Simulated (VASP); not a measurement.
Write the native input for VASP 6.6.1 that does the following.

```
Task                   : single point
Functional             : r2SCAN
Potentials or basis    : VASP PAW PBE potentials, release 64 (Mg, Si)
Cutoff                 : 660 eV
k mesh                 : 6 × 6 × 6
Occupations            : gaussian, width 0.01 eV
Spin                   : no spin polarisation
Dipole correction      : no
Further INCAR settings : ALGO = Normal; EDIFF = 1e-06; NBANDS = 11
```

Mg2Si:

```
Mg Si
1.0
     3.03224    3.03224    0.00000
    -3.03224    3.03224    0.00000
     0.00000    3.03224    3.03224
Mg Si
2 1
Direct
  0.25000 0.75000 0.50000
  0.75000 0.25000 0.50000
  0.00000 0.00000 0.00000
```

These files were run (other wordings do the same):

POSCAR

```
Mg2Si
1.0
    3.0322380387      3.0322380387      0.0000000000
   -3.0322380387      3.0322380387      0.0000000000
    0.0000000000      3.0322380387      3.0322380387
Mg Si
2 1
Direct
    0.2500000000      0.7500000000      0.5000000000
    0.7500000000      0.2500000000      0.5000000000
    0.0000000000      0.0000000000      0.0000000000
```

INCAR.step1

```
SYSTEM = Mg2Si
  ALGO = Normal
  EDIFF = 1E-5
  ENCUT = 660
  GGA = PE
  GGA_COMPAT = .False.
  ISMEAR = 0
  LASPH = .True.
  LCHARG = .False.
  LREAL = .False.
  LWAVE = .True.
  NBANDS = 11
  NELM = 120
  PREC = Accurate
  SIGMA = 0.01
```

INCAR.step2

```
SYSTEM = Mg2Si
  ALGO = Normal
  EDIFF = 1E-6
  ENCUT = 660
  GGA_COMPAT = .False.
  ISIF = 2
  ISMEAR = 0
  ISTART = 1
  LASPH = .True.
  LCHARG = .False.
  LMIXTAU = .True.
  LREAL = .False.
  LWAVE = .False.
  METAGGA = R2SCAN
  NBANDS = 11
  NELM = 120
  PREC = Accurate
  SIGMA = 0.01
```

KPOINTS

```
k-points
0
Gamma
  6 6 6
  0 0 0
```

Potentials or basis: VASP PAW PBE potentials, release 64 (Mg, Si).

Run with:

```console
$ cat potpaw_PBE.64/Mg/POTCAR potpaw_PBE.64/Si/POTCAR > POTCAR
$ cp INCAR.step1 INCAR
$ mpirun -np 1 vasp_std > vasp.out
$ cp INCAR.step2 INCAR
$ mpirun -np 1 vasp_std > vasp.out
```

It gave:

- Pressure: 9.7 GPa
- Band gap on the k mesh: 0.27 eV (least direct gap 2.50 eV)

Caveat: the cell stands under pressure; semilocal functionals underestimate gaps, and a narrow one can read as zero; the PAW data sets were made with another functional, which shifts forces and pressure a little.

Wall time 28 s on 1 thread of Intel(R) Xeon(R) 6975P-C (Granite Rapids), on a shared host, peak memory 0.21 GiB.
